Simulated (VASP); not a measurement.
Set up this calculation in VASP 6.6.1, as the native input.

```yaml
Task: single point
Functional: LDA
Potentials_or_basis: VASP PAW LDA potentials, release 64 (Ti_sv)
Cutoff: 520 eV
k_mesh: 15 × 15 × 8
Occupations: fermi-dirac, width 0.05 eV
Spin: no spin polarisation
Dipole_correction: no
Further_INCAR_settings: ALGO = Normal; EDIFF = 1e-07; NBANDS = 19
```

The structure of Ti lies in POSCAR:

```
Ti
1.0
    2.0521093532      0.0000000000      0.0000000000
   -1.0260546766      1.7771788313      0.0000000000
    0.0000000000      0.0000000000      3.9751815412
Ti
2
Direct
    0.3333333333      0.6666666667      0.2500000000
    0.6666666667      0.3333333333      0.7500000000
```

These files were run (other wordings do the same):

INCAR

```
SYSTEM = Ti
PREC = Accurate ; ENCUT = 520
EDIFF = 1E-7 ; ISMEAR = -1
SIGMA = 0.05 ; LREAL = .False.
LASPH = .True. ; NELM = 100
ALGO = Normal ; ISIF = 2
LWAVE = .False. ; LCHARG = .False.
NBANDS = 19
```

KPOINTS

```
Automatic mesh
0
Gamma
  15 15 8
  0 0 0
```

Potentials or basis: VASP PAW LDA potentials, release 64 (Ti_sv).

Run with:

```sh
$ cat potpaw_LDA.64/Ti_sv/POTCAR > POTCAR
$ mpirun -np 1 vasp_std > vasp.out
```

It gave:

* Pressure: 339.0 GPa
* Band gap on the k mesh: zero (bands 12 and 13 overlap by 1.88 eV)

Caveat: atoms lie so close that the PAW spheres overlap strongly, which falsifies energies and pressures; the cell stands under pressure.

It took 25 s on 1 thread of Intel Xeon 8259CL, on a shared host, peak memory 0.14 GiB.
